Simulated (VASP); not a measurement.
Here is a VASP 6.6.1 calculation.

File INCAR:

```
PREC = Accurate ; ENCUT = 520
EDIFF = 1E-7 ; ISMEAR = -1
SIGMA = 0.1 ; LREAL = False
LASPH = True ; NELM = 60
ALGO = Normal ; ISIF = 2
LWAVE = False ; LCHARG = False
NBANDS = 20
```

File KPOINTS:

```
regular mesh
0
Gamma
  5 5 5
```

File POSCAR:

```
Mg5Zn
1.0
    2.6697398400      1.5413750200      5.0286497400
   -2.6697398400      1.5413750200      5.0286497400
    0.0000000000     -3.0827500400      5.0286497400
Mg Zn
5 1
Direct
    0.3397926900      0.0000000000      0.6602073100
    0.8332979600      0.8332979600      0.8332979600
    0.0000000000      0.6602073100      0.3397926900
    0.6602073100      0.3397926900      0.0000000000
    0.1667020400      0.1667020400      0.1667020400
    0.5000000000      0.5000000000      0.5000000000
```

Potentials or basis: VASP PAW LDA potentials, release 64 (Mg, Zn).

Command:

```sh
$ cat potpaw_LDA.64/Mg/POTCAR potpaw_LDA.64/Zn/POTCAR > POTCAR
$ mpirun -np 1 vasp_std > vasp.out
```

Q: What does it give for the band gap on the k mesh?

A: Zero (band 11 reaches 3.37 eV, above the bottom of band 12 at 2.09 eV).

Q: Estimate the largest force.

A: 0.042 eV/Å.

Q: What does it give for the pressure?

A: -2.2 GPa.

Forces in eV/Å, atoms in the order of the input:
```
Mg  -0.006 -0.010  0.000
Mg   0.000  0.000  0.042
Mg  -0.006  0.010  0.000
Mg   0.011  0.000  0.000
Mg   0.000  0.000 -0.042
Zn   0.000  0.000  0.000
```
